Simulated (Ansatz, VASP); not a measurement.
# Two plane-wave programs on Te2Mo

```
Te Mo
1.0
     3.37921    0.00000    0.00000
    -1.68961    2.92648    0.00000
     0.00000    0.00000   15.96495
Te Mo
4 2
Cartesian
  0.0000 1.9510 10.0754
  1.6896 0.9755 2.0929
  0.0000 1.9510 13.8720
  1.6896 0.9755 5.8896
  0.0000 1.9510 3.9912
  1.6896 0.9755 11.9737
```

Change from the starting cell: strain -0.050 along x and y, +0.050 along z, atoms carried along.

Alike in both runs: task single point; functional PBE; k mesh 12 × 12 × 2; occupations gaussian, width 0.05 eV; no spin polarisation.

```csv
,VASP,Ansatz
version,VASP 6.6.1,Ansatz 0.2.0
potentials or method,"VASP PAW PBE potentials, release 64 (Te, Mo_sv), cutoff 520 eV","scalar-relativistic, plane waves, PAW"
valence electrons in the cell,52,92
```

```csv
,VASP,Ansatz,Ansatz less VASP
gap on the k mesh at the Fermi level (eV),0.63,0.63,0.000
least direct gap on the mesh (eV),1.07,1.07,-0.001
pressure (GPa),4.1,4.1,+0.03
"traceless stress, the component that is largest in VASP (GPa)",-6.01,-6.06,-0.054
rms of the force components (eV/Å),0.116,0.120,+0.0043
```

Atom by atom the forces differ by 0.004 eV/Å (rms over components). The functional is the same, so the differences come from potentials, cutoffs and numerics. VASP's potentials hold 52 valence electrons a cell and Ansatz's 92, so a difference there can come from the potentials and not from the codes.

Spin-orbit coupling is off throughout.
